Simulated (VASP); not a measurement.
# Te (C2/m) in VASP: single point with PBEsol

Aim: the single point of Te with PBEsol.

All numbers are computed with VASP 6.6.1; they aren't measurements. Logs are shortened: lines on timing, memory, paths and dates and some standing lists are left out, and cuts for length are marked.

## (1) The cell of the first run

Symmetry: C2/m, No. 12, monoclinic system. The conventional cell has a = 7.433 Å, b = 4.286 Å, c = 5.872 Å, α = 90.00°, β = 90.09°, γ = 90.00°. Within 4.0 Å of Te (site symmetry m) lie 6 Te at 3.07 to 3.31 Å. Within 4.1 Å of Te (site symmetry 2/m) lie 6 Te at 3.08 to 3.21 Å.

## (2) Single point, PBEsol

Input file INCAR:

```
SYSTEM = Te
PREC = Accurate ; ENCUT = 520
EDIFF = 1E-7 ; ISMEAR = 0
SIGMA = 0.1 ; LREAL = .FALSE.
LASPH = .TRUE. ; NELM = 100
ALGO = Normal ; ISIF = 2
LWAVE = .FALSE. ; LCHARG = .FALSE.
GGA = PS ; NBANDS = 16
```

Input file KPOINTS:

```
regular mesh
0
G
  12 12 8
  0 0 0
```

Input file POSCAR:

```
Te
1.0
    3.7161577211     -2.1430534088      0.0261919947
    3.7161577211      2.1430534088      0.0261919947
   -0.0507485135      0.0000000000      5.8722769350
Te
3
Direct
    0.6811371414      0.6811371414      0.6649666171
    0.3188628586      0.3188628586      0.3350333829
    0.0000000000      0.0000000000      0.0000000000
```

Potentials or basis: VASP PAW PBE potentials, release 64 (Te).

Started as:

```console
> cat potpaw_PBE.64/Te/POTCAR > POTCAR
> mpirun -np 1 vasp_std > vasp.out
```

OUTCAR:

```text
SYSTEM = Te
   PREC = Accurate
   ENCUT = 520
   EDIFF = 1E-7
   ISMEAR = 0
   LREAL = .FALSE.
   LASPH = .TRUE.
   NELM = 100
   ISIF = 2
   GGA = PS

 ion  position               nearest neighbor table
   1  0.681  0.681  0.665-   2 3.07   2 3.07   3 3.08   3 3.21   3 3.21   2 3.31
   2  0.319  0.319  0.335-   1 3.07   1 3.07   3 3.08   3 3.21   3 3.21   1 3.31
   3  0.000  0.000  0.000-   1 3.08   2 3.08   1 3.21   1 3.21   2 3.21   2 3.21

  LATTYP: Found a base centered monoclinic cell.
 ALAT       =     7.4325000447
 B/A-ratio  =     0.5766709441
 C/A-ratio  =     0.7901104852
 COS(beta)  =    -0.0015938127

  Lattice vectors:

 A1 = (   3.7161577211,  -2.1430534088,   0.0261919947)
 A2 = (   3.7161577211,   2.1430534088,   0.0261919947)
 A3 = (  -0.0507485135,   0.0000000000,   5.8722769350)

Analysis of symmetry for initial positions (statically):
=====================================================================
 Subroutine PRICEL returns:
 Original cell was already a primitive cell.

 Routine SETGRP: Setting up the symmetry group for a
 base centered monoclinic supercell.

 Subroutine GETGRP returns: Found  4 space group operations
 (whereof  4 operations were pure point group operations)
 out of a pool of  4 trial point group operations.

The static configuration has the point symmetry C_2h.

Analysis of symmetry for dynamics (positions and initial velocities):
=====================================================================
 Subroutine PRICEL returns:
 Original cell was already a primitive cell.

 Routine SETGRP: Setting up the symmetry group for a
 base centered monoclinic supercell.

 Subroutine GETGRP returns: Found  4 space group operations
 (whereof  4 operations were pure point group operations)
 out of a pool of  4 trial point group operations.

The dynamic configuration has the point symmetry C_2h.

 Subroutine INISYM returns: Found  4 space group operations
 (whereof  4 operations are pure point group operations),
 and found     1 'primitive' translations

----------------------------------------------------------------------------------------

                                     Primitive cell

  volume of cell :      93.5384

  direct lattice vectors                    reciprocal lattice vectors
     3.716157721 -2.143053409  0.026191995     0.134539378 -0.233311964  0.001162696
     3.716157721  2.143053409  0.026191995     0.134539378  0.233311964  0.001162696
    -0.050748514  0.000000000  5.872276935    -0.001200166  0.000000000  0.170281324

  length of vectors
     4.289894188  4.289894188  5.872496217     0.269326324  0.269326324  0.170285554

  position of ions in fractional coordinates (direct lattice)
     0.681137141  0.681137141  0.664966617
     0.318862859  0.318862859  0.335033383
     0.000000000  0.000000000  0.000000000

  ion indices of the primitive-cell ions
   primitive index   ion index
                 1           1
                 2           2
                 3           3

----------------------------------------------------------------------------------------

 KPOINTS: regular mesh

Automatic generation of k-mesh.
 Grid dimensions read from file:
 generate k-points for:   12   12    8

 Generating k-lattice:

  Cartesian coordinates                     Fractional coordinates (reciprocal lattice)
     0.011211615 -0.019442664  0.000096891     0.083333333 -0.000000000 -0.000000000
     0.011211615  0.019442664  0.000096891    -0.000000000  0.083333333 -0.000000000
    -0.000150021  0.000000000  0.021285166    -0.000000000 -0.000000000  0.125000000

  Length of vectors
     0.022443860  0.022443860  0.021285694

  Shift w.r.t. Gamma in fractional coordinates (k-lattice)
     0.000000000  0.000000000  0.000000000

 Subroutine IBZKPT returns following result:
 ===========================================

 Found    320 irreducible k-points:

 Following reciprocal coordinates:
            Coordinates               Weight
  0.000000  0.000000  0.000000      1.000000
  0.083333  0.000000 -0.000000      4.000000
  0.166667  0.000000 -0.000000      4.000000
  0.250000  0.000000 -0.000000      4.000000
  0.333333  0.000000 -0.000000      4.000000
  0.416667  0.000000 -0.000000      4.000000
[... 16 lines left out ...]
  0.500000  0.166667 -0.000000      4.000000
 -0.416667  0.166667  0.000000      4.000000
 [... further k-points ...]
   k-points           NKPTS =    320   k-points in BZ     NKDIM =    320   number of bands    NBANDS=     16
   number of dos      NEDOS =    301   number of ions     NIONS =      3
   total plane-waves  NPLWV =  49152
   dimension x,y,z NGX =    32 NGY =   32 NGZ =   48
   dimension x,y,z NGXF=    64 NGYF=   64 NGZF=   96
   ions per type =               3
   NGX,Y,Z   is equivalent  to a cutoff of  12.40, 12.40, 13.59 a.u.
   NGXF,Y,Z  is equivalent  to a cutoff of  24.80, 24.80, 27.18 a.u.
 SYSTEM =  Te
   PREC   = accura    normal or accurate (medium, high low for compatibility)
   ISTART =      0    job   : 0-new  1-cont  2-samecut
   ICHARG =      2    charge: 1-file 2-atom 10-const
   ISPIN  =      1    spin polarized calculation?
   LNONCOLLINEAR =      F non collinear calculations
   LSORBIT =      F    spin-orbit coupling
   LASPH  =      T    aspherical Exc in radial PAW
   ENCUT  =  520.0 eV  38.22 Ry    6.18 a.u.   7.98  7.98 10.92*2*pi/ulx,y,z
   NELM   =    100;   NELMIN=  2; NELMDL= -5     # of ELM steps
   EDIFF  = 0.1E-06   stopping-criterion for ELM
   LREAL  =      F    real-space projection
   EDIFFG = 0.1E-05   stopping-criterion for IOM
   NSW    =      0    number of steps for IOM
   IBRION =     -1    ionic relax: 0-MD 1-quasi-New 2-CG
   NFREE  =      0    steps in history (QN), initial steepest desc. (CG)
   ISIF   =      2    stress and relaxation
   ISYM   =      2    0-nonsym 1-usesym 2-fastsym
   POTIM  = 0.5000    time-step for ionic-motion
   TEBEG  =    0.0;   TEEND  =   0.0 temperature during run
   PSTRESS=    0.0 pullay stress
   NELECT =      18.0000    total number of electrons
   NUPDOWN=      -1.0000    fix difference up-down
   EMIN   =  10.00;   EMAX   =-10.00  energy-range for DOS
   EFERMI =   0.00;   METHOD = LEGACY
   ISMEAR =     0;   SIGMA  =   0.10  broadening in eV -4-tet -1-fermi 0-gaus
   EFERMI_NEDOS =   21; number of points for ismear=-14 and -15
   IALGO  =     38    algorithm
   IMIX   =      4    mixing-type and parameters
     AMIX     =   0.40;   BMIX     =  1.00
     AMIX_MAG =   1.60;   BMIX_MAG =  1.00
  volume/ion in A,a.u.               =      31.18       210.41
  Fermi-wavevector in a.u.,A,eV,Ry     =   0.945153  1.786081 12.154288  0.893315
  Thomas-Fermi vector in A             =   2.073027
   LORBIT       =      0    0 simple, 1 ext, 2 COOP (PROOUT), +10 PAW based schemes
   GGA     = PS    functional components
   LHFCALC =     F    Hartree Fock is set to
   AEXX    =    0.0000 exact exchange contribution
   IVDW    =     0    specifies the selected vdW correction
   LEPSILON=     F    determine dielectric tensor
   LRPA    =     F    only Hartree local field effects (RPA)
 non-spin polarized calculation
 Gauss-broadening in eV      SIGMA  =   0.10
  energy-cutoff  :      520.00
  volume of cell :       93.54
 maximum number of plane-waves:      2544
   NGX = 15   NGY = 15   NGZ = 21

 number of electron      17.9999999 magnetization

 Free energy of the ion-electron system (eV)
  ---------------------------------------------------
  ext. energy  EPLUGINS =         0.00000000
  ---------------------------------------------------
  free energy    TOTEN  =       -10.51754758 eV

  energy without entropy =      -10.51150540  energy(sigma->0) =      -10.51452649

 E-fermi :   6.9047     XC(G=0):  -9.6401

 val. band max:        6.8976754459   @ k =  -0.3333   0.3333   0.5000
 cond. band min:       6.9124736189   @ k =  -0.4167   0.4167   0.5000
 fundamental gap:      0.0147981731
 Fermi energy:         6.9046720714

 k-point     1 :       0.0000    0.0000    0.0000
  band No.  band energies     occupation
      1      -7.0696      2.00000
      2      -3.6342      2.00000
      3      -3.5846      2.00000
      4       4.3288      2.00000
      5       4.3408      2.00000
      6       4.6983      2.00000
[... 8 lines left out ...]
     15      12.9286      0.00000
     16      13.0064      0.00000

 k-point     2 :       0.0833    0.0000   -0.0000
  band No.  band energies     occupation
      1      -7.0083      2.00000
      2      -3.6244      2.00000
      3      -3.5803      2.00000
      4       3.4798      2.00000
      5       3.9514      2.00000
      6       4.1523      2.00000
[... 8 lines left out ...]
     15      12.9251      0.00000
     16      13.1725      0.00000

 k-point     3 :       0.1667    0.0000   -0.0000
  band No.  band energies     occupation
      1      -6.8260      2.00000
      2      -3.6468      2.00000
      3      -3.5433      2.00000
      4       2.5602      2.00000
      5       3.3299      2.00000
      6       3.6613      2.00000
[... 8 lines left out ...]
     15      12.9058      0.00000
     16      13.6688      0.00000

 k-point     4 :       0.2500    0.0000   -0.0000
  band No.  band energies     occupation
      1      -6.5282      2.00000
      2      -3.7860      2.00000
      3      -3.4626      2.00000
      4       1.9418      2.00000
      5       2.7647      2.00000
      6       3.2529      2.00000
[... 8 lines left out ...]
     15      13.2567      0.00000
     16      14.4500      0.00000
[... 324 lines left out ...]
 k-point    22 :       0.4167    0.1667   -0.0000
  band No.  band energies     occupation
      1      -5.9675      2.00000
      2      -3.9789      2.00000
      3      -3.6130      2.00000
      4       1.8327      2.00000
      5       1.9340      2.00000
      6       3.5741      2.00000
[... 8 lines left out ...]
     15      14.3537      0.00000
     16      15.9213      0.00000

 k-point    23 :       0.5000    0.1667   -0.0000
  band No.  band energies     occupation
      1      -5.4952      2.00000
      2      -4.4089      2.00000
      3      -3.6056      2.00000
      4       1.9906      2.00000
      5       2.0621      2.00000
      6       3.0251      2.00000
[... 8 lines left out ...]
     15      14.8383      0.00000
     16      15.6582      0.00000

 k-point    24 :      -0.4167    0.1667    0.0000
  band No.  band energies     occupation
      1      -5.0469      2.00000
      2      -4.8551      2.00000
      3      -3.5990      2.00000
      4       2.1207      2.00000
      5       2.4560      2.00000
      6       2.6646      2.00000
[... 8 lines left out ...]
     15      13.7851      0.00000
     16      16.0532      0.00000

 [... further k-points ...]

------------------------ aborting loop because EDIFF is reached ----------------------------------------

  FORCE on cell =-STRESS in cart. coord.  units (eV):
  Direction    XX          YY          ZZ          XY          YZ          ZX
  --------------------------------------------------------------------------------------
  -------------------------------------------------------------------------------------
  Total        0.0175096      0.0175235      0.0221205      0.0000000      0.0000000     -0.0037358
  in kB        0.2999134      0.3001519      0.3788912      0.0000000      0.0000000     -0.0639894
  external PRESSURE =       0.3263188 kB  Pullay stress =       0.0000000 kB

 VOLUME and BASIS-vectors are now :
 -----------------------------------------------------------------------------
  energy-cutoff  :      520.00
  volume of cell :       93.54
      direct lattice vectors                 reciprocal lattice vectors
     3.716157721 -2.143053409  0.026191995     0.134539378 -0.233311964  0.001162696
     3.716157721  2.143053409  0.026191995     0.134539378  0.233311964  0.001162696
    -0.050748514  0.000000000  5.872276935    -0.001200166  0.000000000  0.170281324

 POSITION                                       TOTAL-FORCE (eV/Angst)
 -----------------------------------------------------------------------------------
      5.02868      0.00000      3.94055        -0.005584      0.000000      0.002159
      2.35289      0.00000      1.98411         0.005584      0.000000     -0.002159
      0.00000      0.00000      0.00000         0.000000      0.000000      0.000000
 -----------------------------------------------------------------------------------
    total drift:                                0.000000     -0.000000     -0.000000

  FREE ENERGIE OF THE ION-ELECTRON SYSTEM (eV)
  ---------------------------------------------------
  free  energy   TOTEN  =       -10.5175475844 eV

  energy  without entropy=      -10.5115054019  energy(sigma->0) =      -10.51452649
```

It took 3.4 min on 1 thread of AMD EPYC 9R45 (Zen 5), shared host; peak memory 0.46 GiB.

What came out:

| Item | Value |
| --- | --- |
| Free energy | -10.5175 eV |
| Pressure | 0.0 GPa |
| Largest force | 0.006 eV/Å |
| Band gap on the k mesh | zero (bands 9 and 10 overlap by 0.59 eV) |

Forces in eV/Å, atoms in the order of the input:
```
Te  -0.006  0.000  0.002
Te   0.006  0.000 -0.002
Te   0.000  0.000  0.000
```

Caveat: the PAW data sets were made with another functional, which shifts forces and pressure a little; spin-orbit coupling is left out, which moves the levels of the heavy elements.
